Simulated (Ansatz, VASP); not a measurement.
**Two plane-wave programs on TiO2**

```
CELL_PARAMETERS angstrom
2.70603 -2.70666 0.00000
2.70603 2.70666 0.00000
-2.63353 0.00000 4.79664
ATOMIC_POSITIONS crystal
Ti 0.13411 0.86589 0.25000
Ti 0.86589 0.13411 0.75000
O 0.33122 0.08876 0.66715
O 0.66878 0.91124 0.33285
O 0.91124 0.66878 0.83285
O 0.08876 0.33122 0.16715
```

Alike in both runs: task relaxation of cell and atoms; functional PBEsol; k mesh 8 × 8 × 6; occupations gaussian, width 0.02 eV; no spin polarisation.

```csv
,VASP,Ansatz
version,VASP 6.6.1,Ansatz 0.2.0
potentials or method,"VASP PAW PBE potentials, release 64 (Ti_sv, O), cutoff 600 eV","scalar-relativistic, plane waves, PAW"
valence electrons in the cell,48,48
```

```csv
,VASP,Ansatz,Ansatz less VASP
"gap on the k mesh at the Fermi level, each at its own relaxed structure (eV)",2.12,2.15,+0.028
relaxed volume (Å³/atom),11.33,11.31,-0.022
relaxed length of the cell vector where the two differ most in proportion (Å),3.772,3.770,-0.0023
```

VASP's potentials were made for PBE, not for PBEsol.
